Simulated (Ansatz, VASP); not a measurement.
Two plane-wave programs on Al2GaSb3

```
Al Ga Sb
1.0
     3.89282    0.00000    0.00000
     0.00000    3.89282    0.00000
     0.00000    0.00000    8.53956
Al Ga Sb
2 1 3
Direct
  0.00000 0.50000 0.73723
  0.50000 0.00000 0.26277
  0.00000 0.00000 0.00000
  0.50000 0.50000 0.00000
  0.00000 0.50000 0.37740
  0.50000 0.00000 0.62260
```

Change from the starting cell: species swapped into the Hf2CuSb3 type (P-4m2, No. 115).

Alike in both runs: task relaxation of cell and atoms; functional PBE; k mesh 4 × 4 × 2; occupations gaussian, width 0.1 eV; no spin polarisation.

|  | VASP | Ansatz |
| --- | --- | --- |
| version | VASP 6.6.1 | Ansatz 0.2.0 |
| potentials or method | VASP PAW PBE potentials, release 64 (Al, Ga_d, Sb), cutoff 600 eV | scalar-relativistic, plane waves, PAW |
| valence electrons in the cell | 34 | 64 |

|  | VASP | Ansatz | Ansatz less VASP |
| --- | --- | --- | --- |
| gap on the k mesh at the Fermi level, each at its own relaxed structure (eV) | none | none | - |
| relaxed volume (Å³/atom) | 23.37 | 23.28 | -0.092 |
| relaxed cell length with the largest relative difference (Å) | 7.972 | 7.954 | -0.0179 |

A gap of «none» marks a metal or a gap that the smearing closes. VASP's potentials hold 34 valence electrons a cell and Ansatz's 64, so a difference there can come from the potentials and not from the codes.

The k mesh is coarse, so the values compare programs but aren't converged. Neither program's run includes spin-orbit coupling.
